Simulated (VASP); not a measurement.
# AlN in VASP: further runs, part 2 of 2

VASP 6.6.1.

### 4 Single point, PBE (strained)

The input, INCAR:

```
  ALGO = Normal
  EDIFF = 1E-6
  ENCUT = 520
  GGA = PE
  ISIF = 2
  ISMEAR = 0
  LASPH = T
  LCHARG = F
  LREAL = F
  LWAVE = F
  NBANDS = 11
  NELM = 100
  PREC = Accurate
  SIGMA = 0.02
```

The input, KPOINTS:

```
k-points
0
Gamma
  10 10 10
```

The input, POSCAR:

```
AlN
1.0
    0.0000000000      2.0133386676      2.0133386676
    2.0743742076      0.0000000000      2.0133386676
    2.0743742076      2.0133386676      0.0000000000
Al N
1 1
Direct
    0.5000000000      0.5000000000      0.5000000000
    0.0000000000      0.0000000000      0.0000000000
```

Potentials or basis: VASP PAW PBE potentials, release 64 (Al, N).

Command:

```bash
$ cat potpaw_PBE.64/Al/POTCAR potpaw_PBE.64/N/POTCAR > POTCAR
$ mpirun -np 1 vasp_std > vasp.out
```

OUTCAR:

```text
EDIFF = 1E-6
   ENCUT = 520
   GGA = PE
   ISIF = 2
   ISMEAR = 0
   LASPH = T
   LREAL = F
   NELM = 100
   PREC = Accurate

 ion  position               nearest neighbor table
   1  0.500  0.500  0.500-   2 2.01   2 2.01   2 2.01   2 2.01   2 2.07   2 2.07
   2  0.000  0.000  0.000-   1 2.01   1 2.01   1 2.01   1 2.01   1 2.07   1 2.07

  LATTYP: Found a body centered tetragonal cell.
 ALAT       =     2.8472908494
 C/A-ratio  =     1.4570862742

  Lattice vectors:

 A1 = (   2.0743742076,   0.0000000000,   2.0133386676)
 A2 = (   2.0743742076,   0.0000000000,  -2.0133386676)
 A3 = (  -2.0743742076,   2.0133386676,   0.0000000000)

Analysis of symmetry for initial positions (statically):
=====================================================================
 Subroutine PRICEL returns:
 Original cell was already a primitive cell.

 Routine SETGRP: Setting up the symmetry group for a
 body centered tetragonal supercell.

 Subroutine GETGRP returns: Found 16 space group operations
 (whereof 16 operations were pure point group operations)
 out of a pool of 16 trial point group operations.

[... 173 lines left out ...]
      2       9.6644      2.00000
      3       9.6644      2.00000
      4       9.8708      2.00000
      5      15.1493      0.00000
      6      21.5926      0.00000
      7      21.9900      0.00000
      8      21.9900      0.00000
      9      26.9340      0.00000
     10      26.9537      0.00000
     11      27.4640      0.00000
[... 309 lines left out ...]
 k-point    24 :       0.4000    0.3000    0.0000
  band No.  band energies     occupation
      1      -4.6519      2.00000
      2       3.9582      2.00000
      3       6.9180      2.00000
      4       7.4874      2.00000
      5      15.7192      0.00000
      6      16.5424      0.00000
      7      21.8356      0.00000
      8      24.8494      0.00000
      9      25.9303      0.00000
     10      31.2717      0.00000
     11      34.2596      0.00000

 [... further k-points ...]

------------------------ aborting loop because EDIFF is reached ----------------------------------------

  FORCE on cell =-STRESS in cart. coord.  units (eV):
  Direction    XX          YY          ZZ          XY          YZ          ZX
  --------------------------------------------------------------------------------------
  -------------------------------------------------------------------------------------
  Total       -0.4314840      0.3425532      0.3425532      0.0000000      0.0000000     -0.0000000
  in kB      -41.1078240     32.6353164     32.6353164      0.0000000      0.0000000     -0.0000000
  external PRESSURE =       8.0542696 kB  Pullay stress =       0.0000000 kB

 VOLUME and BASIS-vectors are now :
 -----------------------------------------------------------------------------
  energy-cutoff  :      520.00
  volume of cell :       16.82
      direct lattice vectors                 reciprocal lattice vectors
     0.000000000  2.013338668  2.013338668    -0.241036549  0.248343713  0.248343713
     2.074374208  0.000000000  2.013338668     0.241036549 -0.248343713  0.248343713
     2.074374208  2.013338668  0.000000000     0.241036549  0.248343713 -0.248343713

 POSITION                                       TOTAL-FORCE (eV/Angst)
 -----------------------------------------------------------------------------------
      2.07437      2.01334      2.01334         0.000000     -0.000000     -0.000000
      0.00000      0.00000      0.00000         0.000000      0.000000      0.000000
 -----------------------------------------------------------------------------------
    total drift:                                0.000000     -0.000000     -0.000000

  FREE ENERGIE OF THE ION-ELECTRON SYSTEM (eV)
  ---------------------------------------------------
  free  energy   TOTEN  =       -14.5380395060 eV

  energy  without entropy=      -14.5380395060  energy(sigma->0) =      -14.53803951
```

stdout:

```text
POSCAR found type information on POSCAR AlN
 POSCAR found :  2 types and       2 ions
 scaLAPACK will be used
 LDA part: xc-table for (Slater+PW92), standard interpolation
 POSCAR, INCAR and KPOINTS ok, starting setup
 FFT: planning ... GRIDC
 FFT: planning ... GRID_SOFT
 FFT: planning ... GRID
 WAVECAR not read
 entering main loop
```

It took 11 s on 1 thread of Intel Xeon Platinum 8488C (Sapphire Rapids), shared host; peak memory 0.14 GiB.

What came out:

```
Free energy            : -14.5380 eV
Pressure               : 0.8 GPa
Band gap on the k mesh : 4.22 eV, indirect (least direct gap 5.28 eV)
```

Stress tensor (GPa, compression positive):
```
-4.11  0.00  0.00
 0.00  3.26  0.00
 0.00  0.00  3.26
```

Levels at points of the mesh, in eV from the valence-band top:
| k point | band 2 | band 3 | band 4 | band 5 | band 6 | band 7 |
| --- | --- | --- | --- | --- | --- | --- |
| (0.00, 0.00, 0.00) | -0.21 | -0.21 | 0.00 | 5.28 | 11.72 | 12.12 |
| (0.50, 0.00, 0.00) | -8.33 | -1.24 | -1.12 | 5.86 | 10.45 | 11.06 |
| (0.50, 0.50, 0.00) | -7.36 | -3.15 | -2.76 | 4.22 | 5.11 | 13.83 |
| (0.00, 0.50, 0.50) | -7.48 | -2.75 | -2.75 | 4.51 | 5.39 | 13.44 |

Caveat: the cell differs from its parent crystal (strained). A k mesh can miss the band edges.

### 5 Single point, PBEsol (functional PBEsol, strained)

The input, INCAR:

```
  PREC = Accurate
  ENCUT = 600
  EDIFF = 1E-6
  ISMEAR = 0
  SIGMA = 0.02
  LREAL = False
  LASPH = True
  NELM = 120
  ALGO = Normal
  ISIF = 2
  LWAVE = False
  LCHARG = False
  GGA = PS
  NBANDS = 11
  GGA_COMPAT = False
```

The input, KPOINTS:

```
Automatic mesh
0
Gamma
  10 10 10
```

The input, POSCAR:

```
AlN
1.0
    0.0000000000      1.9571249353      1.9571249353
    1.9571249353      0.0000000000      1.9571249353
    1.9571249353      1.9571249353      0.0000000000
Al N
1 1
Direct
    0.5000000000      0.5000000000      0.5000000000
    0.0000000000      0.0000000000      0.0000000000
```

Potentials or basis: VASP PAW PBE potentials, release 64 (Al, N).

Command:

```bash
$ cat potpaw_PBE.64/Al/POTCAR potpaw_PBE.64/N/POTCAR > POTCAR
$ mpirun -np 1 vasp_std > vasp.out
```

OUTCAR:

```text
PREC = Accurate
   ENCUT = 600
   EDIFF = 1E-6
   ISMEAR = 0
   LREAL = False
   LASPH = True
   NELM = 120
   ISIF = 2
   GGA = PS

 ion  position               nearest neighbor table
   1  0.500  0.500  0.500-   2 1.96   2 1.96   2 1.96   2 1.96   2 1.96   2 1.96
   2  0.000  0.000  0.000-   1 1.96   1 1.96   1 1.96   1 1.96   1 1.96   1 1.96

  LATTYP: Found a face centered cubic cell.
 ALAT       =     3.9142498706

  Lattice vectors:

 A1 = (   0.0000000000,   1.9571249353,   1.9571249353)
 A2 = (   1.9571249353,   0.0000000000,   1.9571249353)
 A3 = (   1.9571249353,   1.9571249353,   0.0000000000)

Analysis of symmetry for initial positions (statically):
=====================================================================
 Subroutine PRICEL returns:
 Original cell was already a primitive cell.

 Routine SETGRP: Setting up the symmetry group for a
 face centered cubic supercell.

 Subroutine GETGRP returns: Found 48 space group operations
 (whereof 48 operations were pure point group operations)
 out of a pool of 48 trial point group operations.

The static configuration has the point symmetry O_h .

Analysis of symmetry for dynamics (positions and initial velocities):
[... 174 lines left out ...]
      6      23.5292      0.00000
      7      23.5292      0.00000
      8      23.5292      0.00000
      9      28.8819      0.00000
     10      29.6107      0.00000
     11      29.6107      0.00000
[... 309 lines left out ...]
 k-point    24 :       0.4000    0.3000    0.0000
  band No.  band energies     occupation
      1      -3.8966      2.00000
      2       4.9125      2.00000
      3       8.0954      2.00000
      4       8.6732      2.00000
      5      17.5343      0.00000
      6      18.7150      0.00000
      7      24.4931      0.00000
      8      27.9558      0.00000
      9      28.8492      0.00000
     10      34.0305      0.00000
     11      37.3564      0.00000

 [... further k-points ...]

------------------------ aborting loop because EDIFF is reached ----------------------------------------

  FORCE on cell =-STRESS in cart. coord.  units (eV):
  Direction    XX          YY          ZZ          XY          YZ          ZX
  --------------------------------------------------------------------------------------
  -------------------------------------------------------------------------------------
  Total        2.9352018      2.9352018      2.9352018     -0.0000000     -0.0000000      0.0000000
  in kB      313.6627218    313.6627218    313.6627218     -0.0000000     -0.0000000      0.0000000
  external PRESSURE =     313.6627218 kB  Pullay stress =       0.0000000 kB

 VOLUME and BASIS-vectors are now :
 -----------------------------------------------------------------------------
  energy-cutoff  :      600.00
  volume of cell :       14.99
      direct lattice vectors                 reciprocal lattice vectors
     0.000000000  1.957124935  1.957124935    -0.255476792  0.255476792  0.255476792
     1.957124935  0.000000000  1.957124935     0.255476792 -0.255476792  0.255476792
     1.957124935  1.957124935  0.000000000     0.255476792  0.255476792 -0.255476792

 POSITION                                       TOTAL-FORCE (eV/Angst)
 -----------------------------------------------------------------------------------
      1.95712      1.95712      1.95712         0.000000      0.000000      0.000000
      0.00000      0.00000      0.00000        -0.000000     -0.000000     -0.000000
 -----------------------------------------------------------------------------------
    total drift:                                0.000000     -0.000000     -0.000000

  FREE ENERGIE OF THE ION-ELECTRON SYSTEM (eV)
  ---------------------------------------------------
  free  energy   TOTEN  =       -15.3087058415 eV

  energy  without entropy=      -15.3087058415  energy(sigma->0) =      -15.30870584
```

stdout:

```text
POSCAR found type information on POSCAR AlN
 POSCAR found :  2 types and       2 ions
 scaLAPACK will be used
 -----------------------------------------------------------------------------
|                                                                             |
|                                                                             |
|     You enforced a specific xc type in the INCAR file but a different       |
|     I HOPE YOU KNOW WHAT YOU ARE DOING!                                     |
|                                                                             |
 -----------------------------------------------------------------------------

 LDA part: xc-table for (Slater+PW92), standard interpolation
 POSCAR, INCAR and KPOINTS ok, starting setup
 FFT: planning ... GRIDC
 FFT: planning ... GRID_SOFT
 FFT: planning ... GRID
 WAVECAR not read
 entering main loop
```

Wall time 6.5 s (1 thread of AMD EPYC 9R45 (Zen 5), shared host); peak memory 0.1 GiB.

What came out:

```
Free energy            : -15.3087 eV
Pressure               : 31.4 GPa
Band gap on the k mesh : 4.95 eV, indirect (least direct gap 7.14 eV)
```

Levels at points of the mesh, in eV from the valence-band top:
| k point | band 1 | band 2 | band 3 | band 4 | band 5 | band 6 | band 7 | band 8 |
| --- | --- | --- | --- | --- | --- | --- | --- | --- |
| (0.00, 0.00, 0.00) | -18.47 | 0.00 | 0.00 | 0.00 | 7.14 | 12.33 | 12.33 | 12.33 |
| (0.50, 0.00, 0.00) | -14.77 | -9.02 | -1.29 | -1.29 | 6.67 | 11.71 | 11.71 | 14.70 |
| (0.50, 0.50, 0.00) | -13.63 | -8.13 | -3.08 | -3.08 | 4.95 | 5.52 | 15.19 | 18.74 |

Caveat: the cell differs from its parent crystal (functional PBEsol, strained); the PAW data sets were made with another functional, which shifts forces and pressure a little. A k mesh can miss the band edges.

### 6 Single point, LDA (functional LDA, strained)

The input, INCAR:

```
PREC = Accurate
ENCUT = 600
EDIFF = 1E-6
ISMEAR = 0
SIGMA = 0.02
LREAL = False
LASPH = True
NELM = 120
ALGO = Normal
ISIF = 2
LWAVE = False
LCHARG = False
NBANDS = 11
GGA_COMPAT = False
```

The input, KPOINTS:

```
regular mesh
0
Gamma
  10 10 10
```

The input, POSCAR:

```
AlN
1.0
    0.0000000000      2.0290248014      2.0290248014
    2.0290248014      0.0000000000      2.0290248014
    2.0290248014      2.0290248014      0.0000000000
Al N
1 1
Direct
    0.5000000000      0.5000000000      0.5000000000
    0.0000000000      0.0000000000      0.0000000000
```

Potentials or basis: VASP PAW LDA potentials, release 64 (Al, N).

Command:

```bash
$ cat potpaw_LDA.64/Al/POTCAR potpaw_LDA.64/N/POTCAR > POTCAR
$ mpirun -np 1 vasp_std > vasp.out
```

Wall time 5.2 s (1 thread of AMD EPYC 9R45 (Zen 5), shared host); peak memory 0.09 GiB.

The run converged. Its results:

* Free energy: -16.2171 eV
* Pressure: -8.6 GPa
* Band gap on the k mesh: 4.36 eV, indirect (least direct gap 5.61 eV)

Levels at points of the mesh, in eV from the valence-band top:
```csv
k point,band 2,band 3,band 4,band 5,band 6,band 7
"(0.00, 0.00, 0.00)",0.00,0.00,0.00,5.61,11.99,11.99
"(0.50, 0.00, 0.00)",-8.28,-1.06,-1.06,6.06,10.72,10.72
"(0.50, 0.50, 0.00)",-7.34,-2.79,-2.79,4.36,5.22,13.76
```

Caveat: the cell differs from its parent crystal (functional LDA, strained). A k mesh can miss the band edges.

### 7 Overview

```tsv
level	potentials or basis	cell	cutoff (eV)	gap on the mesh (eV)	pressure (GPa)
r2SCAN	VASP PAW PBE potentials, release 64 (Al, N)	a = 2.946 Å, angles 60.0°, 2 atoms	520	4.60	-22.4
PBE	VASP PAW PBE potentials, release 64 (Al, N)	a = 2.877 Å, angles 60.0°, 2 atoms	520	4.40	1.3
PBE	VASP PAW PBE potentials, release 64 (Al, N)	a = 2.847, b = 2.891, c = 2.891 Å, angles 59.0, 60.5, 60.5°, 2 atoms	520	4.22	0.8
PBEsol	VASP PAW PBE potentials, release 64 (Al, N)	a = 2.768 Å, angles 60.0°, 2 atoms	600	4.95	31.4
LDA	VASP PAW LDA potentials, release 64 (Al, N)	a = 2.869 Å, angles 60.0°, 2 atoms	600	4.36	-8.6
```

Alike in all rows: task single point; no spin polarisation; k mesh 10 × 10 × 10; smearing gaussian 0.02 eV.

Caveats: the PAW data sets were made with another functional, which shifts forces and pressure a little (some runs).

Total energies depend on the potentials used, so only differences within one code and one set of settings carry meaning.
